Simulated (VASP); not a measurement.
# Ti5Si (R32) in VASP: single point with PBE

Aim: the single point of Ti5Si with PBE.

All numbers are computed with VASP 6.6.1; they aren't measurements. Logs are shortened: lines on timing, memory, paths and dates and some standing lists are left out, and cuts for length are marked.

### Step 1. The cell of the first run

It takes space group R32 (No. 155, trigonal). The conventional cell has a = 4.891 Å, b = 4.891 Å, c = 14.189 Å, α = 90.00°, β = 90.00°, γ = 120.00°. Ti (site symmetry 3) has 3 Si at 2.83 Å and 12 Ti at 2.86 to 3.65 Å within 3.7 Å. Within 3.4 Å of Ti (site symmetry 2) lie 10 Ti at 2.60 to 3.35 Å and 2 Si at 2.80 Å. Within 3.7 Å of Si (site symmetry 32) lie 12 Ti at 2.80 to 2.83 Å.

### Step 2. Single point, PBE

Input file INCAR:

```
SYSTEM = Ti5Si
  ALGO = Fast
  EDIFF = 1E-6
  ENCUT = 520
  GGA = PE
  ISIF = 2
  ISMEAR = 0
  LASPH = .TRUE.
  LCHARG = .FALSE.
  LREAL = .FALSE.
  LWAVE = .FALSE.
  NBANDS = 41
  NELM = 100
  PREC = Accurate
  SIGMA = 0.15
```

Input file KPOINTS:

```
k-points
0
G
  12 12 12
  0 0 0
```

Input file POSCAR:

```
Ti5Si
1.0
    2.4453107627      1.4118008271      4.7295251577
   -2.4453107627      1.4118008271      4.7295251577
    0.0000000000     -2.8236016542      4.7295251577
Ti Si
5 1
Direct
    0.1513621523      0.1513621523      0.1513621523
    0.6045557533      0.3954442467      0.0000000000
    0.0000000000      0.6045557533      0.3954442467
    0.8486378477      0.8486378477      0.8486378477
    0.3954442467      0.0000000000      0.6045557533
    0.5000000000      0.5000000000      0.5000000000
```

Potentials or basis: VASP PAW PBE potentials, release 64 (Ti_sv, Si).

Run with:

```sh
$ cat potpaw_PBE.64/Ti_sv/POTCAR potpaw_PBE.64/Si/POTCAR > POTCAR
$ mpirun -np 1 vasp_std > vasp.out
```

OUTCAR:

```text
SYSTEM = Ti5Si
   EDIFF = 1E-6
   ENCUT = 520
   GGA = PE
   ISIF = 2
   ISMEAR = 0
   LASPH = .TRUE.
   LREAL = .FALSE.
   NELM = 100
   PREC = Accurate

 ion  position               nearest neighbor table
   1  0.151  0.151  0.151-   6 2.83   6 2.83   6 2.83   4 2.86   4 2.86   4 2.86   2 2.89   3 2.89
                             5 2.89
   2  0.605  0.395  0.000-   5 2.60   3 2.60   3 2.60   5 2.60   6 2.80   6 2.80   4 2.89   1 2.89

   3  0.000  0.605  0.395-   5 2.60   5 2.60   2 2.60   2 2.60   6 2.80   6 2.80   4 2.89   1 2.89

   4  0.849  0.849  0.849-   6 2.83   6 2.83   6 2.83   1 2.86   1 2.86   1 2.86   2 2.89   5 2.89
                             3 2.89
   5  0.395  0.000  0.605-   3 2.60   3 2.60   2 2.60   2 2.60   6 2.80   6 2.80   1 2.89   4 2.89

   6  0.500  0.500  0.500-   5 2.80   3 2.80   5 2.80   3 2.80   2 2.80   2 2.80   4 2.83   1 2.83
                             1 2.83   4 2.83   1 2.83   4 2.83

  LATTYP: Found a trigonal (rhomboedric) cell.
 ALAT       =     5.5082787256
 COS(alpha) =     0.6058456731

  Lattice vectors:

 A1 = (   2.4453107627,   1.4118008271,   4.7295251577)
 A2 = (  -2.4453107627,   1.4118008271,   4.7295251577)
 A3 = (   0.0000000000,  -2.8236016542,   4.7295251577)

Analysis of symmetry for initial positions (statically):
=====================================================================
 Subroutine PRICEL returns:
 Original cell was already a primitive cell.

 Routine SETGRP: Setting up the symmetry group for a
 trigonal (rhombohedral) supercell.

 Subroutine GETGRP returns: Found  6 space group operations
 (whereof  6 operations were pure point group operations)
 out of a pool of 12 trial point group operations.

The static configuration has the point symmetry D_3 .

Analysis of symmetry for dynamics (positions and initial velocities):
=====================================================================
 Subroutine PRICEL returns:
 Original cell was already a primitive cell.

 Routine SETGRP: Setting up the symmetry group for a
 trigonal (rhombohedral) supercell.

 Subroutine GETGRP returns: Found  6 space group operations
 (whereof  6 operations were pure point group operations)
 out of a pool of 12 trial point group operations.

The dynamic configuration has the point symmetry D_3 .

 Subroutine INISYM returns: Found  6 space group operations
 (whereof  6 operations are pure point group operations),
 and found     1 'primitive' translations

----------------------------------------------------------------------------------------

                                     Primitive cell

  volume of cell :      97.9662

  direct lattice vectors                    reciprocal lattice vectors
     2.445310763  1.411800827  4.729525158     0.204472989  0.118052535  0.070479239
    -2.445310763  1.411800827  4.729525158    -0.204472989  0.118052535  0.070479239
     0.000000000 -2.823601654  4.729525158     0.000000000 -0.236105070  0.070479239

  length of vectors
     5.508278726  5.508278726  5.508278726     0.246399934  0.246399934  0.246399934

  position of ions in fractional coordinates (direct lattice)
     0.151362152  0.151362152  0.151362152
     0.604555753  0.395444247  0.000000000
     0.000000000  0.604555753  0.395444247
     0.848637848  0.848637848  0.848637848
     0.395444247  0.000000000  0.604555753
     0.500000000  0.500000000  0.500000000

  ion indices of the primitive-cell ions
   primitive index   ion index
                 1           1
                 2           2
                 3           3
                 4           4
                 5           5
                 6           6

----------------------------------------------------------------------------------------

 KPOINTS: k-points

Automatic generation of k-mesh.
 Grid dimensions read from file:
 generate k-points for:   12   12   12

 Generating k-lattice:

  Cartesian coordinates                     Fractional coordinates (reciprocal lattice)
     0.017039416  0.009837711  0.005873270     0.083333333  0.000000000  0.000000000
    -0.017039416  0.009837711  0.005873270     0.000000000  0.083333333  0.000000000
     0.000000000 -0.019675423  0.005873270     0.000000000  0.000000000  0.083333333

  Length of vectors
     0.020533328  0.020533328  0.020533328

  Shift w.r.t. Gamma in fractional coordinates (k-lattice)
     0.000000000  0.000000000  0.000000000

 Subroutine IBZKPT returns following result:
 ===========================================

 Found    189 irreducible k-points:

 Following reciprocal coordinates:
            Coordinates               Weight
  0.000000  0.000000  0.000000      1.000000
  0.083333 -0.000000  0.000000      6.000000
  0.166667 -0.000000  0.000000      6.000000
  0.250000 -0.000000 -0.000000      6.000000
  0.333333  0.000000  0.000000      6.000000
  0.416667  0.000000 -0.000000      6.000000
[... 16 lines left out ...]
  0.500000  0.166667 -0.000000     12.000000
 -0.416667  0.166667  0.000000     12.000000
 [... further k-points ...]
   k-points           NKPTS =    189   k-points in BZ     NKDIM =    189   number of bands    NBANDS=     41
   number of dos      NEDOS =    301   number of ions     NIONS =      6
   total plane-waves  NPLWV =  74088
   dimension x,y,z NGX =    42 NGY =   42 NGZ =   42
   dimension x,y,z NGXF=    84 NGYF=   84 NGZF=   84
   ions per type =               5   1
   NGX,Y,Z   is equivalent  to a cutoff of  12.68, 12.68, 12.68 a.u.
   NGXF,Y,Z  is equivalent  to a cutoff of  25.35, 25.35, 25.35 a.u.
 SYSTEM =  Ti5Si
   PREC   = accura    normal or accurate (medium, high low for compatibility)
   ISTART =      0    job   : 0-new  1-cont  2-samecut
   ICHARG =      2    charge: 1-file 2-atom 10-const
   ISPIN  =      1    spin polarized calculation?
   LNONCOLLINEAR =      F non collinear calculations
   LSORBIT =      F    spin-orbit coupling
   LASPH  =      T    aspherical Exc in radial PAW
   ENCUT  =  520.0 eV  38.22 Ry    6.18 a.u.  10.24 10.24 10.24*2*pi/ulx,y,z
   NELM   =    100;   NELMIN=  2; NELMDL= -5     # of ELM steps
   EDIFF  = 0.1E-05   stopping-criterion for ELM
   LREAL  =      F    real-space projection
   EDIFFG = 0.1E-04   stopping-criterion for IOM
   NSW    =      0    number of steps for IOM
   IBRION =     -1    ionic relax: 0-MD 1-quasi-New 2-CG
   NFREE  =      0    steps in history (QN), initial steepest desc. (CG)
   ISIF   =      2    stress and relaxation
   ISYM   =      2    0-nonsym 1-usesym 2-fastsym
   POTIM  = 0.5000    time-step for ionic-motion
   TEBEG  =    0.0;   TEEND  =   0.0 temperature during run
   PSTRESS=    0.0 pullay stress
   NELECT =      64.0000    total number of electrons
   NUPDOWN=      -1.0000    fix difference up-down
   EMIN   =  10.00;   EMAX   =-10.00  energy-range for DOS
   EFERMI =   0.00;   METHOD = LEGACY
   ISMEAR =     0;   SIGMA  =   0.15  broadening in eV -4-tet -1-fermi 0-gaus
   EFERMI_NEDOS =   21; number of points for ismear=-14 and -15
   IALGO  =     68    algorithm
   IMIX   =      4    mixing-type and parameters
     AMIX     =   0.40;   BMIX     =  1.00
     AMIX_MAG =   1.60;   BMIX_MAG =  1.00
  volume/ion in A,a.u.               =      16.33       110.18
  Fermi-wavevector in a.u.,A,eV,Ry     =   1.420505  2.684365 27.454300  2.017834
  Thomas-Fermi vector in A             =   2.541413
   LORBIT       =      0    0 simple, 1 ext, 2 COOP (PROOUT), +10 PAW based schemes
   GGA     = PE    functional components
   LHFCALC =     F    Hartree Fock is set to
   AEXX    =    0.0000 exact exchange contribution
   IVDW    =     0    specifies the selected vdW correction
   LEPSILON=     F    determine dielectric tensor
   LRPA    =     F    only Hartree local field effects (RPA)
 non-spin polarized calculation
 RMM-DIIS sequential band-by-band and
 Gauss-broadening in eV      SIGMA  =   0.15
  energy-cutoff  :      520.00
  volume of cell :       97.97
 maximum number of plane-waves:      2654
 NGX is ok and might be reduce to    42
   NGX = 21   NGY = 21   NGZ = 21

 number of electron      64.0000002 magnetization

 Free energy of the ion-electron system (eV)
  ---------------------------------------------------
  ext. energy  EPLUGINS =         0.00000000
  ---------------------------------------------------
  free energy    TOTEN  =       -46.13276924 eV

  energy without entropy =      -46.06380947  energy(sigma->0) =      -46.09828936

 E-fermi :   8.7967     XC(G=0): -11.5919

 val. band max:        8.7966234102   @ k =  -0.3333   0.4167   0.2500
 cond. band min:       8.7999320858   @ k =  -0.3333   0.3333   0.0000
 fundamental gap:      0.0033086756
 Fermi energy:         8.7967108192

 k-point     1 :       0.0000    0.0000    0.0000
  band No.  band energies     occupation
      1     -47.9765      2.00000
      2     -47.8896      2.00000
      3     -47.7985      2.00000
      4     -47.5952      2.00000
      5     -47.5952      2.00000
      6     -24.5372      2.00000
[... 33 lines left out ...]
     40      10.5034      0.00000
     41      10.7701      0.00000

 k-point     2 :       0.0833   -0.0000    0.0000
  band No.  band energies     occupation
      1     -47.9748      2.00000
      2     -47.8908      2.00000
      3     -47.7958      2.00000
      4     -47.5984      2.00000
      5     -47.5953      2.00000
      6     -24.5374      2.00000
[... 33 lines left out ...]
     40      10.4969      0.00000
     41      10.7899      0.00000

 k-point     3 :       0.1667   -0.0000    0.0000
  band No.  band energies     occupation
      1     -47.9701      2.00000
      2     -47.8941      2.00000
      3     -47.7878      2.00000
      4     -47.6078      2.00000
      5     -47.5958      2.00000
      6     -24.5345      2.00000
[... 33 lines left out ...]
     40      10.4879      0.00000
     41      10.8706      0.00000

 k-point     4 :       0.2500   -0.0000   -0.0000
  band No.  band energies     occupation
      1     -47.9630      2.00000
      2     -47.8993      2.00000
      3     -47.7751      2.00000
      4     -47.6224      2.00000
      5     -47.5964      2.00000
      6     -24.5270      2.00000
[... 825 lines left out ...]
     40      10.6229      0.00000
     41      10.9799      0.00000

 k-point    23 :       0.5000    0.1667   -0.0000
  band No.  band energies     occupation
      1     -47.9426      2.00000
      2     -47.9155      2.00000
      3     -47.7357      2.00000
      4     -47.6656      2.00000
      5     -47.5981      2.00000
      6     -24.4774      2.00000
[... 33 lines left out ...]
     40      10.5870      0.00000
     41      10.9016      0.00000

 k-point    24 :      -0.4167    0.1667    0.0000
  band No.  band energies     occupation
      1     -47.9393      2.00000
      2     -47.9188      2.00000
      3     -47.7262      2.00000
      4     -47.6750      2.00000
      5     -47.5983      2.00000
      6     -24.4714      2.00000
[... 33 lines left out ...]
     40      10.6185      0.00000
     41      10.8496      0.00000

 [... further k-points ...]
[... 5 lines left out ...]
  --------------------------------------------------------------------------------------
  -------------------------------------------------------------------------------------
  Total        2.3150901      2.3150901     -5.8244487      0.0000000      0.0000000      0.0000000
  in kB       37.8618821     37.8618821    -95.2552942      0.0000000      0.0000000      0.0000000
  external PRESSURE =      -6.5105100 kB  Pullay stress =       0.0000000 kB

 VOLUME and BASIS-vectors are now :
 -----------------------------------------------------------------------------
  energy-cutoff  :      520.00
  volume of cell :       97.97
      direct lattice vectors                 reciprocal lattice vectors
     2.445310763  1.411800827  4.729525158     0.204472989  0.118052535  0.070479239
    -2.445310763  1.411800827  4.729525158    -0.204472989  0.118052535  0.070479239
     0.000000000 -2.823601654  4.729525158     0.000000000 -0.236105070  0.070479239

 POSITION                                       TOTAL-FORCE (eV/Angst)
 -----------------------------------------------------------------------------------
      0.00000      0.00000      2.14761        -0.000000     -0.000000      0.293798
      0.51134      1.41180      4.72953         0.141048      0.000000     -0.000000
     -1.47833     -0.26306      4.72953        -0.070524      0.122151      0.000000
      0.00000      0.00000     12.04096        -0.000000     -0.000000     -0.293798
      0.96698     -1.14874      4.72953        -0.070524     -0.122151      0.000000
      0.00000      0.00000      7.09429        -0.000000      0.000000      0.000000
 -----------------------------------------------------------------------------------
    total drift:                                0.000000     -0.000000      0.000000

  FREE ENERGIE OF THE ION-ELECTRON SYSTEM (eV)
  ---------------------------------------------------
  free  energy   TOTEN  =       -46.1327692447 eV

  energy  without entropy=      -46.0638094678  energy(sigma->0) =      -46.09828936
```

Run time: 49 min. Hardware: 1 thread of Intel Xeon Platinum 8488C (Sapphire Rapids), shared host; peak memory 0.67 GiB.

Results:

| Property | Result |
| --- | --- |
| Free energy | -46.1328 eV |
| Pressure | -0.7 GPa |
| Largest force | 0.294 eV/Å |
| Band gap on the k mesh | zero (band 32 reaches 9.18 eV, above the bottom of band 33 at 8.60 eV) |

Forces on the atoms (eV/Å):
```
Ti   0.000  0.000  0.294
Ti   0.141  0.000  0.000
Ti  -0.071  0.122  0.000
Ti   0.000  0.000 -0.294
Ti  -0.071 -0.122  0.000
Si   0.000  0.000  0.000
```
